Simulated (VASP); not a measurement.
Runs of VASP 6.6.1 on Al2O3. The structure is that of space group P-3m1 (No. 164), or close to it. The cells are those of the table. 

| cell | gap on the mesh (eV) | pressure (GPa) | largest force (eV/Å) |
| --- | --- | --- | --- |
| a = 3.138, b = 3.138, c = 7.575 Å, angles 90.0, 90.0, 120.0°, 5 atoms | 2.79 | -14.9 | 0.89 |
| a = 3.017, b = 3.017, c = 7.878 Å, angles 90.0, 90.0, 120.0°, 5 atoms | 2.23 | -11.9 | 1.61 |
| a = 3.017, b = 3.017, c = 8.181 Å, angles 90.0, 90.0, 120.0°, 5 atoms | (d) | (b) | 2.55 |
| a = 3.138, b = 3.138, c = 7.272 Å, angles 90.0, 90.0, 120.0°, 5 atoms | 3.48 | -7.4 | 2.71 |
| a = 3.259, b = 3.259, c = 6.969 Å, angles 90.0, 90.0, 120.0°, 5 atoms | 3.52 | -5.0 | 6.27 |
| a = 3.017, b = 3.017, c = 7.272 Å, angles 90.0, 90.0, 120.0°, 5 atoms | 3.69 | 3.3 | 2.16 |
| a = 3.138, b = 3.138, c = 6.969 Å, angles 90.0, 90.0, 120.0°, 5 atoms | (a) | (c) | 5.94 |
| a = 2.897, b = 2.897, c = 8.181 Å, angles 90.0, 90.0, 120.0°, 5 atoms | 1.57 | -4.6 | 3.35 |

Alike in all rows: task single point; level r2SCAN; potentials or basis VASP PAW PBE potentials, release 64 (Al, O); no spin polarisation; k mesh 12 × 12 × 4; cutoff (eV) 520; smearing gaussian 0.05 eV.

Task: Fill in the values left out.

Result: (a) 4.17; (b) -16.3; (c) 3.1; (d) 1.54.

Caveats: the PAW data sets were made with another functional, which shifts forces and pressure a little; the stress differs along the axes, from -19 to -6 GPa (at least some runs); the stress differs along the axes, from -24 to -6 GPa (at least some runs); the stress differs along the axes, from -37 to -6 GPa (at least some runs); the stress differs along the axes, from -19 to 17 GPa (at least some runs); the stress differs along the axes, from -29 to 43 GPa (at least some runs); the stress differs along the axes, from -5 to 20 GPa (at least some runs).

A k mesh can miss the band edges.
